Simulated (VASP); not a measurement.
The system is Al.

```xyz
1
Lattice="0.0000 1.9967 1.9967 1.9967 0.0000 1.9967 1.9967 1.9967 0.0000" Properties=species:S:1:pos:R:3 pbc="T T T"
Al    0.0000    0.0000    0.0000
```

Base run:

- Program: VASP 6.6.1
- Functional: r2SCAN
- Potentials or basis: VASP PAW PBE potentials, release 64 (Al)
- Cutoff: 520 eV
- k mesh: 14 × 14 × 14
- Occupations: fermi-dirac, width 0.03 eV
- Spin: no spin polarisation

Its results: pressure -0.7 GPa.

**Question.** The run is repeated on the same cell with these changes: occupations from fermi-dirac, width 0.03 eV to fermi-dirac, width 0.2 eV. What comes out?

**Answer.** Pressure -0.2 GPa.

Caveats: the PAW data sets were made with another functional, which shifts forces and pressure a little.
